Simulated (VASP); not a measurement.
# LiSi16 (a cell with a defect) in VASP: a series of runs

LiSi16 (a cell with a defect) is run at these levels: r2SCAN; tasks: single point.

All numbers are computed with VASP 6.6.1; they aren't measurements. Logs are shortened: lines on timing, memory, paths and dates and some standing lists are left out, and cuts for length are marked.

### Step 1. The cell of the first run

The cell holds a defect, 17 atoms: a = 7.679 Å, b = 7.679 Å, c = 7.679 Å, α = 60.00°, β = 60.00°, γ = 60.00°.

### Step 2. Single point, r2SCAN

Input file POSCAR:

```
LiSi16
1.0
    0.0000000000      5.4300000000      5.4300000000
    5.4300000000      0.0000000000      5.4300000000
    5.4300000000      5.4300000000      0.0000000000
Si Li
16 1
Direct
    0.0085004604     -0.0248028545      0.0080148250
    0.1194717311      0.1203965930      0.1190551565
   -0.0123243094      0.0026381215      0.5047123389
    0.1194744015      0.1204049724      0.6408029466
   -0.0009884899      0.4960929098     -0.0014021179
    0.1321597606      0.6041194291      0.1317293738
   -0.0009903315      0.4960999079      0.5060354512
    0.1201648250      0.6293920810      0.6250928177
    0.5051586556      0.0026365562     -0.0127892265
    0.6412924494      0.1203609576      0.1190434622
    0.5051546961      0.0026366483      0.5047285451
    0.6171534991      0.1491767035      0.6167013812
    0.5064666667      0.4960624309     -0.0013939227
    0.6255070902      0.6294023020      0.1197326888
    0.4930756906      0.5213674033      0.4926475138
    0.6255057090      0.6294000000      0.6250990792
    0.2900653775      1.1305427256      0.2895572744
```

Input file INCAR.step1:

```
SYSTEM = LiSi16
  PREC = Accurate
  ENCUT = 520
  ISMEAR = 0
  SIGMA = 0.05
  LREAL = Auto
  LASPH = .TRUE.
  NELM = 100
  NELECT = 66.0
  NBANDS = 48
  GGA = PE
  ALGO = Normal
  EDIFF = 1E-4
  LWAVE = .TRUE.
  LCHARG = .FALSE.
```

Input file INCAR.step2:

```
SYSTEM = LiSi16
  PREC = Accurate
  ENCUT = 520
  EDIFF = 1E-6
  ISMEAR = 0
  SIGMA = 0.05
  LREAL = Auto
  LASPH = .TRUE.
  NELM = 100
  ALGO = Normal
  ISIF = 2
  LWAVE = .FALSE.
  LCHARG = .FALSE.
  METAGGA = R2SCAN
  LMIXTAU = .TRUE.
  NELECT = 66.0
  NBANDS = 48
  ISTART = 1
```

Input file KPOINTS:

```
regular mesh
0
G
  2 2 2
  0 0 0
```

Potentials or basis: VASP PAW PBE potentials, release 64 (Si, Li_sv).

Command:

```bash
cat potpaw_PBE.64/Si/POTCAR potpaw_PBE.64/Li_sv/POTCAR > POTCAR
cp INCAR.step1 INCAR
mpirun -np 1 vasp_std > vasp.out
cp INCAR.step2 INCAR
mpirun -np 1 vasp_std > vasp.out
```

OUTCAR:

```text
SYSTEM = LiSi16
   PREC = Accurate
   ENCUT = 520
   EDIFF = 1E-6
   ISMEAR = 0
   LREAL = Auto
   LASPH = .TRUE.
   NELM = 100
   ISIF = 2
   METAGGA = R2SCAN
   NELECT = 66.0
   ISTART = 1

 ion  position               nearest neighbor table
   1  0.009  0.975  0.008-  10 2.31   2 2.31   4 2.31   6 2.33
   2  0.119  0.120  0.119-   1 2.31  17 2.31   5 2.36   3 2.42   9 2.42
   3  0.988  0.003  0.505-  12 2.33   8 2.34   4 2.42   2 2.42  17 2.43
   4  0.119  0.120  0.641-   1 2.31  17 2.31   7 2.36   3 2.42  11 2.42
   5  0.999  0.496  0.999-  14 2.34   8 2.34   6 2.35   2 2.36
   6  0.132  0.604  0.132-   1 2.33  13 2.35   5 2.35   7 2.35
   7  0.999  0.496  0.506-  16 2.34   8 2.34   6 2.35   4 2.36
   8  0.120  0.629  0.625-  15 2.34   3 2.34   7 2.34   5 2.34
   9  0.505  0.003  0.987-  12 2.33  14 2.34   2 2.42  10 2.42  17 2.43
  10  0.641  0.120  0.119-   1 2.31  17 2.31  13 2.36  11 2.42   9 2.42
  11  0.505  0.003  0.505-  12 2.33  16 2.34   4 2.42  10 2.42  17 2.43
  12  0.617  0.149  0.617-   9 2.33  11 2.33   3 2.33  15 2.33
  13  0.506  0.496  0.999-  14 2.34  16 2.34   6 2.35  10 2.36
  14  0.626  0.629  0.120-  15 2.34   9 2.34   5 2.34  13 2.34
  15  0.493  0.521  0.493-  12 2.33   8 2.34  16 2.34  14 2.34
  16  0.626  0.629  0.625-  15 2.34  11 2.34   7 2.34  13 2.34
  17  0.290  0.131  0.290-  10 2.31   2 2.31   4 2.31   9 2.43  11 2.43   3 2.43

  LATTYP: Found a face centered cubic cell.
 ALAT       =    10.8600000000

  Lattice vectors:

 A1 = (   0.0000000000,   5.4300000000,   5.4300000000)
 A2 = (   5.4300000000,   0.0000000000,   5.4300000000)
 A3 = (   5.4300000000,   5.4300000000,   0.0000000000)

Analysis of symmetry for initial positions (statically):
=====================================================================
 Subroutine PRICEL returns:
 Original cell was already a primitive cell.

 Routine SETGRP: Setting up the symmetry group for a
 face centered cubic supercell.

 Subroutine GETGRP returns: Found  1 space group operations
 (whereof  1 operations were pure point group operations)
 out of a pool of 48 trial point group operations.

The static configuration has the point symmetry C_1 .

Analysis of symmetry for dynamics (positions and initial velocities):
=====================================================================
 Subroutine PRICEL returns:
 Original cell was already a primitive cell.

 Routine SETGRP: Setting up the symmetry group for a
 face centered cubic supercell.

 Subroutine GETGRP returns: Found  1 space group operations
 (whereof  1 operations were pure point group operations)
 out of a pool of 48 trial point group operations.

The dynamic configuration has the point symmetry C_1 .

 Subroutine INISYM returns: Found  1 space group operations
 (whereof  1 operations are pure point group operations),
 and found     1 'primitive' translations

----------------------------------------------------------------------------------------

                                     Primitive cell

  volume of cell :     320.2060

  direct lattice vectors                    reciprocal lattice vectors
     0.000000000  5.430000000  5.430000000    -0.092081031  0.092081031  0.092081031
     5.430000000  0.000000000  5.430000000     0.092081031 -0.092081031  0.092081031
     5.430000000  5.430000000  0.000000000     0.092081031  0.092081031 -0.092081031

  length of vectors
     7.679179644  7.679179644  7.679179644     0.159489025  0.159489025  0.159489025

  position of ions in fractional coordinates (direct lattice)
     0.008500460  0.975197145  0.008014825
     0.119471731  0.120396593  0.119055157
     0.987675691  0.002638121  0.504712339
     0.119474401  0.120404972  0.640802947
     0.999011510  0.496092910  0.998597882
     0.132159761  0.604119429  0.131729374
[... 9 lines left out ...]
     0.625505709  0.629400000  0.625099079
     0.290065377  0.130542726  0.289557274

  ion indices of the primitive-cell ions
   primitive index   ion index
                 1           1
                 2           2
                 3           3
                 4           4
                 5           5
                 6           6
[... 9 lines left out ...]
                16          16
                17          17

----------------------------------------------------------------------------------------

 KPOINTS: regular mesh

Automatic generation of k-mesh.
 Grid dimensions read from file:
 generate k-points for:    2    2    2

 Generating k-lattice:

  Cartesian coordinates                     Fractional coordinates (reciprocal lattice)
    -0.046040516  0.046040516  0.046040516     0.500000000  0.000000000  0.000000000
     0.046040516 -0.046040516  0.046040516     0.000000000  0.500000000  0.000000000
     0.046040516  0.046040516 -0.046040516     0.000000000  0.000000000  0.500000000

  Length of vectors
     0.079744512  0.079744512  0.079744512

  Shift w.r.t. Gamma in fractional coordinates (k-lattice)
     0.000000000  0.000000000  0.000000000

 Subroutine IBZKPT returns following result:
 ===========================================

 Found      8 irreducible k-points:

 Following reciprocal coordinates:
            Coordinates               Weight
  0.000000  0.000000  0.000000      1.000000
  0.500000  0.000000  0.000000      1.000000
  0.000000  0.500000  0.000000      1.000000
  0.000000  0.000000  0.500000      1.000000
  0.500000  0.500000  0.500000      1.000000
  0.500000  0.500000  0.000000      1.000000
  0.000000  0.500000  0.500000      1.000000
  0.500000  0.000000  0.500000      1.000000
   k-points           NKPTS =      8   k-points in BZ     NKDIM =      8   number of bands    NBANDS=     48
   number of dos      NEDOS =    301   number of ions     NIONS =     17
   total plane-waves  NPLWV = 216000
   dimension x,y,z NGX =    60 NGY =   60 NGZ =   60
   dimension x,y,z NGXF=   120 NGYF=  120 NGZF=  120
   ions per type =              16   1
   NGX,Y,Z   is equivalent  to a cutoff of  12.99, 12.99, 12.99 a.u.
   NGXF,Y,Z  is equivalent  to a cutoff of  25.98, 25.98, 25.98 a.u.
 SYSTEM =  LiSi16
   PREC   = accura    normal or accurate (medium, high low for compatibility)
   ISTART =      1    job   : 0-new  1-cont  2-samecut
   ICHARG =      0    charge: 1-file 2-atom 10-const
   ISPIN  =      1    spin polarized calculation?
   LNONCOLLINEAR =      F non collinear calculations
   LSORBIT =      F    spin-orbit coupling
   LASPH  =      T    aspherical Exc in radial PAW
   ENCUT  =  520.0 eV  38.22 Ry    6.18 a.u.  14.28 14.28 14.28*2*pi/ulx,y,z
   NELM   =    100;   NELMIN=  2; NELMDL=  0     # of ELM steps
   EDIFF  = 0.1E-05   stopping-criterion for ELM
   LREAL  =      T    real-space projection
   EDIFFG = 0.1E-04   stopping-criterion for IOM
   NSW    =      0    number of steps for IOM
   IBRION =     -1    ionic relax: 0-MD 1-quasi-New 2-CG
   NFREE  =      0    steps in history (QN), initial steepest desc. (CG)
   ISIF   =      2    stress and relaxation
   ISYM   =      2    0-nonsym 1-usesym 2-fastsym
   POTIM  = 0.5000    time-step for ionic-motion
   TEBEG  =    0.0;   TEEND  =   0.0 temperature during run
   PSTRESS=    0.0 pullay stress
   NELECT =      66.0000    total number of electrons
   NUPDOWN=      -1.0000    fix difference up-down
   EMIN   =  10.00;   EMAX   =-10.00  energy-range for DOS
   EFERMI =   0.00;   METHOD = LEGACY
   ISMEAR =     0;   SIGMA  =   0.05  broadening in eV -4-tet -1-fermi 0-gaus
   EFERMI_NEDOS =   21; number of points for ismear=-14 and -15
   IALGO  =     38    algorithm
   IMIX   =      4    mixing-type and parameters
     AMIX     =   0.40;   BMIX     =  1.00
     AMIX_MAG =   1.60;   BMIX_MAG =  1.00
  volume/ion in A,a.u.               =      18.84       127.11
  Fermi-wavevector in a.u.,A,eV,Ry     =   0.967044  1.827449 12.723821  0.935174
  Thomas-Fermi vector in A             =   2.096897
   LORBIT       =      0    0 simple, 1 ext, 2 COOP (PROOUT), +10 PAW based schemes
   METAGGA = R2SCAN    functional components
   LHFCALC =     F    Hartree Fock is set to
   AEXX    =    0.0000 exact exchange contribution
   IVDW    =     0    specifies the selected vdW correction
   LEPSILON=     F    determine dielectric tensor
   LRPA    =     F    only Hartree local field effects (RPA)
 non-spin polarized calculation
 Gauss-broadening in eV      SIGMA  =   0.05
  energy-cutoff  :      520.00
  volume of cell :      320.21
 maximum number of plane-waves:      8646
 NGX is ok and might be reduce to    60
   NGX = 29   NGY = 29   NGZ = 29

 number of electron      66.0000002 magnetization

 Free energy of the ion-electron system (eV)
  ---------------------------------------------------
  ext. energy  EPLUGINS =         0.00000000
  ---------------------------------------------------
  free energy    TOTEN  =      -147.33858571 eV

  energy without entropy =     -147.33858571  energy(sigma->0) =     -147.33858571

 E-fermi :   6.2537     XC(G=0):  -9.8942

 val. band max:        5.9615216758   @ k =   0.0000   0.0000   0.0000
 cond. band min:       6.5437713249   @ k =   0.0000   0.0000   0.0000
 fundamental gap:      0.5822496490
 Fermi energy:         6.2536548508

 k-point     1 :       0.0000    0.0000    0.0000
  band No.  band energies     occupation
      1     -42.0867      2.00000
      2      -6.5627      2.00000
      3      -4.2041      2.00000
      4      -4.1441      2.00000
      5      -4.1441      2.00000
      6      -4.0984      2.00000
[... 37 lines left out ...]
     44       8.3943      0.00000
     45       8.3945      0.00000

 k-point     2 :       0.5000    0.0000    0.0000
  band No.  band energies     occupation
      1     -42.0867      2.00000
      2      -5.7835      2.00000
      3      -5.6865      2.00000
      4      -3.8537      2.00000
      5      -3.8387      2.00000
      6      -3.7300      2.00000
[... 280 lines left out ...]
 k-point     8 :       0.5000    0.0000    0.5000
  band No.  band energies     occupation
      1     -42.0867      2.00000
      2      -5.4903      2.00000
      3      -5.3930      2.00000
      4      -4.4789      2.00000
      5      -4.4478      2.00000
      6      -4.4410      2.00000
[... 37 lines left out ...]
     44      10.5267      0.00000
     45      10.5898      0.00000
 [bands above 45 left out]

------------------------ aborting loop because EDIFF is reached ----------------------------------------

  FORCE on cell =-STRESS in cart. coord.  units (eV):
  Direction    XX          YY          ZZ          XY          YZ          ZX
  --------------------------------------------------------------------------------------
  -------------------------------------------------------------------------------------
  Total       -3.2377249     -3.2416353     -3.2415438      0.8969630      0.8971266     -0.8993614
  in kB      -16.2002247    -16.2197909    -16.2193333      4.4880285      4.4888472     -4.5000292
  external PRESSURE =     -16.2131163 kB  Pullay stress =       0.0000000 kB

 VOLUME and BASIS-vectors are now :
 -----------------------------------------------------------------------------
  energy-cutoff  :      520.00
  volume of cell :      320.21
      direct lattice vectors                 reciprocal lattice vectors
     0.000000000  5.430000000  5.430000000    -0.092081031  0.092081031  0.092081031
     5.430000000  0.000000000  5.430000000     0.092081031 -0.092081031  0.092081031
     5.430000000  5.430000000  0.000000000     0.092081031  0.092081031 -0.092081031

 POSITION                                       TOTAL-FORCE (eV/Angst)
 -----------------------------------------------------------------------------------
      5.33884      0.08968      5.34148        -0.025751      0.026074     -0.026442
      1.30022      1.29520      1.30248        -0.044632      0.021476     -0.041498
      2.75491      8.10367      5.37740        -0.040370      0.039270     -0.013248
      4.13336      4.12831      1.30255        -0.021018      0.044103     -0.042449
      8.11617     10.84702      8.11842        -0.030695      0.017161     -0.029571
      3.99566      1.43292      3.99800        -0.001559      0.000489     -0.000372
[... 9 lines left out ...]
      6.81193      6.79078      6.81414        -0.028591      0.020124     -0.027160
      2.28114      3.14735      2.28390         0.465468     -0.453838      0.444893
 -----------------------------------------------------------------------------------
    total drift:                                0.027241     -0.011878     -0.001185

  FREE ENERGIE OF THE ION-ELECTRON SYSTEM (eV)
  ---------------------------------------------------
  free  energy   TOTEN  =      -147.3385857070 eV

  energy  without entropy=     -147.3385857070  energy(sigma->0) =     -147.33858571
```

Wall time 22 min (1 thread of Oxide Virtual Turin-like, shared host); peak memory 0.52 GiB.

Results:

| Item | Value |
| --- | --- |
| Free energy | -147.3386 eV |
| Largest force | 0.788 eV/Å |

Forces in eV/Å, atoms in the order of the input:
```
Si  -0.026  0.026 -0.026
Si  -0.045  0.021 -0.041
Si  -0.040  0.039 -0.013
Si  -0.021  0.044 -0.042
Si  -0.031  0.017 -0.030
Si  -0.002  0.000  0.000
Si  -0.018  0.030 -0.029
Si  -0.028  0.028 -0.019
Si  -0.012  0.039 -0.038
Si  -0.043  0.042 -0.022
Si  -0.040  0.012 -0.038
Si  -0.040  0.039 -0.039
Si  -0.031  0.030 -0.016
Si  -0.021  0.027 -0.026
Si  -0.039  0.038 -0.037
Si  -0.029  0.020 -0.027
Li   0.465 -0.454  0.445
```

Levels at points of the mesh, in eV from the Fermi level:
| k point | band 31 | band 32 | band 33 | band 34 | band 35 | band 36 |
| --- | --- | --- | --- | --- | --- | --- |
| (0.00, 0.00, 0.00) | -0.34 | -0.29 | -0.29 | 0.29 | 0.54 | 0.54 |
| (0.50, 0.00, 0.00) | -1.16 | -1.11 | -1.07 | 1.08 | 1.20 | 1.41 |
| (0.00, 0.50, 0.00) | -1.16 | -1.06 | -1.06 | 1.19 | 1.19 | 1.26 |
| (0.00, 0.00, 0.50) | -1.16 | -1.11 | -1.07 | 1.08 | 1.20 | 1.41 |
| (0.50, 0.50, 0.50) | -1.16 | -1.11 | -1.07 | 1.08 | 1.20 | 1.41 |
| (0.50, 0.50, 0.00) | -1.77 | -1.70 | -1.64 | 0.89 | 1.03 | 2.18 |
| (0.00, 0.50, 0.50) | -1.77 | -1.70 | -1.64 | 0.89 | 1.03 | 2.18 |
| (0.50, 0.00, 0.50) | -1.77 | -1.70 | -1.64 | 0.89 | 1.03 | 2.18 |

Caveat: the k points lie up to 0.50 Å⁻¹ apart; the cell carries a net charge on a neutralising background, which shifts energy and pressure; the cell is charged against a uniform background, so pressure and absolute levels hang on convention; the cutoff is under 1.25 times the usual one of these potentials, so pressure, stress and relaxed cells hold a basis-set (Pulay) error; the PAW data sets were made with another functional, which shifts forces and pressure a little.

[end of part 1 of 2]
